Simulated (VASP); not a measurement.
# TiO2 (P4_2/mnm) in VASP: further runs

Runs on TiO2. Level: PBE. Tasks: single point.

Program: VASP 6.6.1. These are calculated values, not measurements. Logs are shortened: lines on timing, memory, paths and dates and some standing lists are left out, and cuts for length are marked.

### 1 The cell of the first run

It takes space group P4_2/mnm (No. 136, tetragonal). The conventional cell has a = 4.466 Å, b = 4.466 Å, c = 2.876 Å, α = 90.00°, β = 90.00°, γ = 90.00°. Within 2.5 Å of Ti (site symmetry mmm) lie 6 O at 1.89 to 1.93 Å. O (site symmetry m2m) has 3 Ti at 1.89 to 1.93 Å and 1 O at 2.46 Å within 2.5 Å.

### 2 Single point, PBE

INCAR reads:

```
SYSTEM = TiO2
PREC = Accurate
ENCUT = 520
EDIFF = 1E-7
ISMEAR = -1
SIGMA = 0.05
LREAL = .FALSE.
LASPH = .TRUE.
NELM = 100
ALGO = Normal
ISIF = 2
LWAVE = .FALSE.
LCHARG = .TRUE.
GGA = PE
LELF = .TRUE.
LVHAR = .TRUE.
NBANDS = 33
```

KPOINTS reads:

```
Automatic mesh
0
G
  5 5 7
  0 0 0
```

POSCAR reads:

```
TiO2
1.0
    4.4663224078      0.0000000000      0.0000000000
    0.0000000000      4.4663224078      0.0000000000
    0.0000000000      0.0000000000      2.8763341947
Ti O
2 4
Direct
    0.0000000000      0.0000000000      0.0000000000
    0.5000000000      0.5000000000      0.5000000000
    0.3049600000      0.3049600000      0.0000000000
    0.1950400000      0.8049600000      0.5000000000
    0.6950400000      0.6950400000      0.0000000000
    0.8049600000      0.1950400000      0.5000000000
```

Potentials or basis: VASP PAW PBE potentials, release 64 (Ti_sv, O).

On the command line:

```sh
cat potpaw_PBE.64/Ti_sv/POTCAR potpaw_PBE.64/O/POTCAR > POTCAR
mpirun -np 1 vasp_std > vasp.out
```

OUTCAR:

```text
SYSTEM = TiO2
   PREC = Accurate
   ENCUT = 520
   EDIFF = 1E-7
   ISMEAR = -1
   LREAL = .FALSE.
   LASPH = .TRUE.
   NELM = 100
   ISIF = 2
   GGA = PE

 ion  position               nearest neighbor table
   1  0.000  0.000  0.000-   4 1.89   6 1.89   4 1.89   6 1.89   5 1.93   3 1.93
   2  0.500  0.500  0.500-   3 1.89   5 1.89   3 1.89   5 1.89   4 1.93   6 1.93
   3  0.305  0.305  0.000-   2 1.89   2 1.89   1 1.93
   4  0.195  0.805  0.500-   1 1.89   1 1.89   2 1.93
   5  0.695  0.695  0.000-   2 1.89   2 1.89   1 1.93
   6  0.805  0.195  0.500-   1 1.89   1 1.89   2 1.93

  LATTYP: Found a simple tetragonal cell.
 ALAT       =     4.4663224078
 C/A-ratio  =     0.6440050520

  Lattice vectors:

 A1 = (   4.4663224078,   0.0000000000,   0.0000000000)
 A2 = (   0.0000000000,   4.4663224078,   0.0000000000)
 A3 = (   0.0000000000,   0.0000000000,   2.8763341947)

Analysis of symmetry for initial positions (statically):
=====================================================================
 Subroutine PRICEL returns:
 Original cell was already a primitive cell.

 Routine SETGRP: Setting up the symmetry group for a
 simple tetragonal supercell.

 Subroutine GETGRP returns: Found 16 space group operations
 (whereof  8 operations were pure point group operations)
 out of a pool of 16 trial point group operations.

The static configuration has the point symmetry D_2h.
 The point group associated with its full space group is D_4h.

Analysis of symmetry for dynamics (positions and initial velocities):
=====================================================================
 Subroutine PRICEL returns:
 Original cell was already a primitive cell.

 Routine SETGRP: Setting up the symmetry group for a
 simple tetragonal supercell.

 Subroutine GETGRP returns: Found 16 space group operations
 (whereof  8 operations were pure point group operations)
 out of a pool of 16 trial point group operations.

The dynamic configuration has the point symmetry D_2h.
 The point group associated with its full space group is D_4h.

 Subroutine INISYM returns: Found 16 space group operations
 (whereof  8 operations are pure point group operations),
 and found     1 'primitive' translations

----------------------------------------------------------------------------------------

                                     Primitive cell

  volume of cell :      57.3772

  direct lattice vectors                    reciprocal lattice vectors
     4.466322408  0.000000000  0.000000000     0.223897853  0.000000000  0.000000000
     0.000000000  4.466322408  0.000000000     0.000000000  0.223897853  0.000000000
     0.000000000  0.000000000  2.876334195     0.000000000  0.000000000  0.347664747

  length of vectors
     4.466322408  4.466322408  2.876334195     0.223897853  0.223897853  0.347664747

  position of ions in fractional coordinates (direct lattice)
     0.000000000  0.000000000  0.000000000
     0.500000000  0.500000000  0.500000000
     0.304960000  0.304960000  0.000000000
     0.195040000  0.804960000  0.500000000
     0.695040000  0.695040000  0.000000000
     0.804960000  0.195040000  0.500000000

  ion indices of the primitive-cell ions
   primitive index   ion index
                 1           1
                 2           2
                 3           3
                 4           4
                 5           5
                 6           6

----------------------------------------------------------------------------------------

 KPOINTS: Automatic mesh

Automatic generation of k-mesh.
 Grid dimensions read from file:
 generate k-points for:    5    5    7

 Generating k-lattice:

  Cartesian coordinates                     Fractional coordinates (reciprocal lattice)
     0.044779571  0.000000000  0.000000000     0.200000000  0.000000000  0.000000000
     0.000000000  0.044779571  0.000000000     0.000000000  0.200000000  0.000000000
     0.000000000  0.000000000  0.049666392     0.000000000  0.000000000  0.142857143

  Length of vectors
     0.044779571  0.044779571  0.049666392

  Shift w.r.t. Gamma in fractional coordinates (k-lattice)
     0.000000000  0.000000000  0.000000000

 Subroutine IBZKPT returns following result:
 ===========================================

 Found     24 irreducible k-points:

 Following reciprocal coordinates:
            Coordinates               Weight
  0.000000  0.000000  0.000000      1.000000
  0.200000  0.000000  0.000000      4.000000
  0.400000  0.000000  0.000000      4.000000
  0.200000  0.200000  0.000000      4.000000
  0.400000  0.200000  0.000000      8.000000
  0.400000  0.400000  0.000000      4.000000
[... 16 lines left out ...]
  0.400000  0.200000  0.428571     16.000000
  0.400000  0.400000  0.428571      8.000000
   k-points           NKPTS =     24   k-points in BZ     NKDIM =     24   number of bands    NBANDS=     33
   number of dos      NEDOS =    301   number of ions     NIONS =      6
   total plane-waves  NPLWV =  31104
   dimension x,y,z NGX =    36 NGY =   36 NGZ =   24
   dimension x,y,z NGXF=    72 NGYF=   72 NGZF=   48
   ions per type =               2   4
   NGX,Y,Z   is equivalent  to a cutoff of  13.40, 13.40, 13.87 a.u.
   NGXF,Y,Z  is equivalent  to a cutoff of  26.80, 26.80, 27.74 a.u.
 SYSTEM =  TiO2
   PREC   = accura    normal or accurate (medium, high low for compatibility)
   ISTART =      0    job   : 0-new  1-cont  2-samecut
   ICHARG =      2    charge: 1-file 2-atom 10-const
   ISPIN  =      1    spin polarized calculation?
   LNONCOLLINEAR =      F non collinear calculations
   LSORBIT =      F    spin-orbit coupling
   LASPH  =      T    aspherical Exc in radial PAW
   ENCUT  =  520.0 eV  38.22 Ry    6.18 a.u.   8.30  8.30  5.35*2*pi/ulx,y,z
   NELM   =    100;   NELMIN=  2; NELMDL= -5     # of ELM steps
   EDIFF  = 0.1E-06   stopping-criterion for ELM
   LREAL  =      F    real-space projection
   EDIFFG = 0.1E-05   stopping-criterion for IOM
   NSW    =      0    number of steps for IOM
   IBRION =     -1    ionic relax: 0-MD 1-quasi-New 2-CG
   NFREE  =      0    steps in history (QN), initial steepest desc. (CG)
   ISIF   =      2    stress and relaxation
   ISYM   =      2    0-nonsym 1-usesym 2-fastsym
   POTIM  = 0.5000    time-step for ionic-motion
   TEBEG  =    0.0;   TEEND  =   0.0 temperature during run
   PSTRESS=    0.0 pullay stress
   NELECT =      48.0000    total number of electrons
   NUPDOWN=      -1.0000    fix difference up-down
   EMIN   =  10.00;   EMAX   =-10.00  energy-range for DOS
   EFERMI =   0.00;   METHOD = LEGACY
   ISMEAR =    -1;   SIGMA  =   0.05  broadening in eV -4-tet -1-fermi 0-gaus
   EFERMI_NEDOS =   21; number of points for ismear=-14 and -15
   IALGO  =     38    algorithm
   IMIX   =      4    mixing-type and parameters
     AMIX     =   0.40;   BMIX     =  1.00
     AMIX_MAG =   1.60;   BMIX_MAG =  1.00
  volume/ion in A,a.u.               =       9.56        64.53
  Fermi-wavevector in a.u.,A,eV,Ry     =   1.542560  2.915016 32.374948  2.379492
  Thomas-Fermi vector in A             =   2.648347
   LORBIT       =      0    0 simple, 1 ext, 2 COOP (PROOUT), +10 PAW based schemes
   GGA     = PE    functional components
   LHFCALC =     F    Hartree Fock is set to
   AEXX    =    0.0000 exact exchange contribution
   IVDW    =     0    specifies the selected vdW correction
   LEPSILON=     F    determine dielectric tensor
   LRPA    =     F    only Hartree local field effects (RPA)
 non-spin polarized calculation
  energy-cutoff  :      520.00
  volume of cell :       57.38
 maximum number of plane-waves:      1566
 NGX is ok and might be reduce to    36
   NGX = 17   NGY = 17   NGZ = 11

 number of electron      47.9999982 magnetization

 Free energy of the ion-electron system (eV)
  ---------------------------------------------------
  ext. energy  EPLUGINS =         0.00000000
  ---------------------------------------------------
  free energy    TOTEN  =       -53.08170597 eV

  energy without entropy =      -53.08170597  energy(sigma->0) =      -53.08170597

 E-fermi :   6.8120     XC(G=0): -11.8688

 val. band max:        5.7481080726   @ k =   0.0000   0.0000   0.0000
 cond. band min:       7.8253289060   @ k =   0.0000   0.0000   0.0000
 fundamental gap:      2.0772208334
 Fermi energy:         6.8120323998

 k-point     1 :       0.0000    0.0000    0.0000
  band No.  band energies     occupation
      1     -50.8687      2.00000
      2     -50.8417      2.00000
      3     -27.2761      2.00000
      4     -27.2761      2.00000
      5     -27.0379      2.00000
      6     -27.0379      2.00000
[... 25 lines left out ...]
     32      13.1679      0.00000
     33      13.1731      0.00000

 k-point     2 :       0.2000    0.0000    0.0000
  band No.  band energies     occupation
      1     -50.8661      2.00000
      2     -50.8442      2.00000
      3     -27.2578      2.00000
      4     -27.2558      2.00000
      5     -27.0610      2.00000
      6     -27.0589      2.00000
[... 25 lines left out ...]
     32      13.0153      0.00000
     33      13.0454      0.00000

 k-point     3 :       0.4000    0.0000    0.0000
  band No.  band energies     occupation
      1     -50.8593      2.00000
      2     -50.8509      2.00000
      3     -27.2118      2.00000
      4     -27.2077      2.00000
      5     -27.1135      2.00000
      6     -27.1093      2.00000
[... 25 lines left out ...]
     32      12.7720      0.00000
     33      12.8063      0.00000

 k-point     4 :       0.2000    0.2000    0.0000
  band No.  band energies     occupation
      1     -50.8640      2.00000
      2     -50.8463      2.00000
      3     -27.2830      2.00000
      4     -27.2053      2.00000
      5     -27.1149      2.00000
      6     -27.0339      2.00000
[... 673 lines left out ...]
     32      12.2967      0.00000
     33      12.5879      0.00000

 k-point    23 :       0.4000    0.2000    0.4286
  band No.  band energies     occupation
      1     -50.7996      2.00000
      2     -50.7981      2.00000
      3     -27.5610      2.00000
      4     -27.5529      2.00000
      5     -27.0869      2.00000
      6     -27.0679      2.00000
[... 25 lines left out ...]
     32      11.8755      0.00000
     33      13.1641      0.00000

 k-point    24 :       0.4000    0.4000    0.4286
  band No.  band energies     occupation
      1     -50.7991      2.00000
      2     -50.7985      2.00000
      3     -27.5508      2.00000
      4     -27.5457      2.00000
      5     -27.0984      2.00000
      6     -27.0888      2.00000
[... 25 lines left out ...]
     32      12.4459      0.00000
     33      12.5766      0.00000

------------------------ aborting loop because EDIFF is reached ----------------------------------------

  FORCE on cell =-STRESS in cart. coord.  units (eV):
  Direction    XX          YY          ZZ          XY          YZ          ZX
  --------------------------------------------------------------------------------------
  -------------------------------------------------------------------------------------
  Total       10.4155744     10.4155744     12.5414729      0.0000000      0.0000000      0.0000000
  in kB      290.8401244    290.8401244    350.2028219      0.0000000      0.0000000      0.0000000
  external PRESSURE =     310.6276902 kB  Pullay stress =       0.0000000 kB

 VOLUME and BASIS-vectors are now :
 -----------------------------------------------------------------------------
  energy-cutoff  :      520.00
  volume of cell :       57.38
      direct lattice vectors                 reciprocal lattice vectors
     4.466322408  0.000000000  0.000000000     0.223897853  0.000000000  0.000000000
     0.000000000  4.466322408  0.000000000     0.000000000  0.223897853  0.000000000
     0.000000000  0.000000000  2.876334195     0.000000000  0.000000000  0.347664747

 POSITION                                       TOTAL-FORCE (eV/Angst)
 -----------------------------------------------------------------------------------
      0.00000      0.00000      0.00000        -0.000000      0.000000      0.000000
      2.23316      2.23316      1.43817        -0.000000      0.000000      0.000000
      1.36205      1.36205      0.00000        -0.419363     -0.419363     -0.000000
      0.87111      3.59521      1.43817         0.419363     -0.419363      0.000000
      3.10427      3.10427      0.00000         0.419363      0.419363      0.000000
      3.59521      0.87111      1.43817        -0.419363      0.419363      0.000000
 -----------------------------------------------------------------------------------
    total drift:                                0.000000      0.000000     -0.000000

  FREE ENERGIE OF THE ION-ELECTRON SYSTEM (eV)
  ---------------------------------------------------
  free  energy   TOTEN  =       -53.0817059705 eV

  energy  without entropy=      -53.0817059704  energy(sigma->0) =      -53.08170597
```

It took 51 s on 1 thread of Intel Xeon 8259CL, shared host; peak memory 0.19 GiB.

What came out:

```
Free energy            : -53.0817 eV
Pressure               : 31.1 GPa
Largest force          : 0.593 eV/Å
Band gap on the k mesh : 2.08 eV
```

Forces on the atoms (eV/Å):
```
Ti   0.000  0.000  0.000
Ti   0.000  0.000  0.000
O   -0.419 -0.419  0.000
O    0.419 -0.419  0.000
O    0.419  0.419  0.000
O   -0.419  0.419  0.000
```

Caveat: the stress differs along the axes, from 29 to 35 GPa. A hybrid or GW would open this gap; PBE tends to underestimate it.

[end of part 1 of 2]
